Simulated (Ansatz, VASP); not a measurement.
**BaTiO3: VASP beside Ansatz**

The input POSCAR:

```
BaTiO3
1.0
    3.9998000000      0.0000000000      0.0000000000
    0.0000000000      3.9998000000      0.0000000000
    0.0000000000      0.0000000000      4.0180000000
Ba Ti O
1 1 3
Direct
    0.0000000000      0.0000000000      0.0000149102
    0.5000000000      0.5000000000      0.4856410271
    0.5000000000      0.5000000000      0.0253108651
    0.5000000000      0.0000000000      0.5160165988
    0.0000000000      0.5000000000      0.5160165988
```

The input INCAR.step1:

```
SYSTEM = BaTiO3
PREC = Accurate
ENCUT = 520
ISMEAR = -1
SIGMA = 0.02
LREAL = .FALSE.
LASPH = .TRUE.
NELM = 80
NBANDS = 28
GGA = PE
ALGO = Normal
EDIFF = 1E-4
LWAVE = .TRUE.
LCHARG = .FALSE.
```

File INCAR.step2:

```
SYSTEM = BaTiO3
PREC = Accurate
ENCUT = 520
EDIFF = 1E-8
ISMEAR = -1
SIGMA = 0.02
LREAL = .FALSE.
LASPH = .TRUE.
NELM = 80
ALGO = Normal
ISIF = 2
LWAVE = .FALSE.
LCHARG = .FALSE.
METAGGA = R2SCAN
LMIXTAU = .TRUE.
LEFG = .TRUE.
NBANDS = 28
ISTART = 1
```

The input KPOINTS:

```
regular mesh
0
G
  6 6 6
  0 0 0
```

Input for Ansatz:

```yaml
crystal:
  lattice:
    - [3.9998, 0.0, 0.0]
    - [0.0, 3.9998, 0.0]
    - [0.0, 0.0, 4.018]
  atoms:
    - { symbol: Ba, position: [0.0, 0.0, 1.49102e-05] }
    - { symbol: Ti, position: [0.5, 0.5, 0.4856410271] }
    - { symbol: O, position: [0.5, 0.5, 0.0253108651] }
    - { symbol: O, position: [0.5, 0.0, 0.5160165988] }
    - { symbol: O, position: [0.0, 0.5, 0.5160165988] }
kpoints:
  mp_grid: { grid: [6, 6, 6] }
scf:
  occupations: { method: fermi_dirac, width: 0.02 }
hamiltonian:
  xc: r2scan
  pseudopotentials: { kind: paw }
output:
  forces: true
  stress: true
  populations: true
  efg:
    quadrupole_moments_barn: { Ba: 0.236, Ti: 0.247, O: -0.02558 }
    contact_densities: true
  write_density: true
  write_potential: true
  elf: true
  volumetric_format: npy
```

Alike in both runs: task electric field gradients; functional r2SCAN; k mesh 6 × 6 × 6; occupations fermi-dirac, width 0.02 eV; no spin polarisation.

|  | VASP | Ansatz |
| --- | --- | --- |
| version | VASP 6.6.1 | Ansatz 0.2.0 |
| potentials or method | VASP PAW PBE potentials, release 64 (Ba_sv, Ti_sv, O) | plane-wave PAW, scalar-relativistic |
| plane-wave cutoff (eV) | 520 | 500 |
| valence electrons in the cell | 40 | 40 |

Ansatz gave:

```
gap on the k mesh at the Fermi level (eV)                     : 2.21
pressure (GPa)                                                : 0.0
traceless stress, the component that is largest in VASP (GPa) : 1.61
rms of the force components (eV/Å)                            : 0.030
size of Vzz on the site where it differs most (V/Å²)          : 19.8
```

**Question.** What did VASP give for the same quantities?

**Answer.** gap on the k mesh at the Fermi level (eV): 2.19; pressure (GPa): 2.0; traceless stress, the component that is largest in VASP (GPa): 1.74; rms of the force components (eV/Å): 0.031; size of Vzz on the site where it differs most (V/Å²): 19.2.

VASP's potentials were made for PBE, not for r2SCAN. Atom by atom the forces differ by 0.048 eV/Å (rms over components). The functional is the same, so the differences come from potentials, cutoffs and numerics.

Spin-orbit coupling is off throughout.
